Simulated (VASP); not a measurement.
Input of a VASP 6.6.1 run:

INCAR

```
PREC = Accurate
ENCUT = 520
EDIFF = 1E-6
ISMEAR = 0
SIGMA = 0.05
LREAL = F
LASPH = T
NELM = 150
ALGO = Normal
ISIF = 2
LWAVE = F
LCHARG = F
ISPIN = 2
MAGMOM = 5 -5 0 0
LORBIT = 11
LMAXMIX = 4
GGA = PE
NBANDS = 31
```

Contents of KPOINTS:

```
Automatic mesh
0
Gamma
  8 8 6
```

POSCAR

```
MnS
1.0
    0.0000000000      2.8223248450     -2.8223248450
    0.0000000000      2.8223248450      2.8223248450
    5.6446496900      0.0000000000      0.0000000000
Mn S
2 2
Direct
    0.0000000000      0.0000000000      0.0000000000
    0.5000000000      0.5000000000      0.5000000000
    0.0000000000      0.5000000000      0.2500000000
    0.5000000000      1.0000000000      0.7500000000
```

Potentials or basis: VASP PAW PBE potentials, release 64 (Mn_pv, S).

The run is started by

```bash
$ cat potpaw_PBE.64/Mn_pv/POTCAR potpaw_PBE.64/S/POTCAR > POTCAR
$ mpirun -np 1 vasp_std > vasp.out
```

**Question.** Predict the net moment.

**Answer.** 0.00 μB per cell.

**Question.** Predict the pressure.

**Answer.** -4.1 GPa.

Stress tensor (GPa, compression positive):
```
-4.42  0.00  0.00
 0.00 -3.91  0.00
 0.00  0.00 -3.91
```

Caveat: the cell stands under tension.
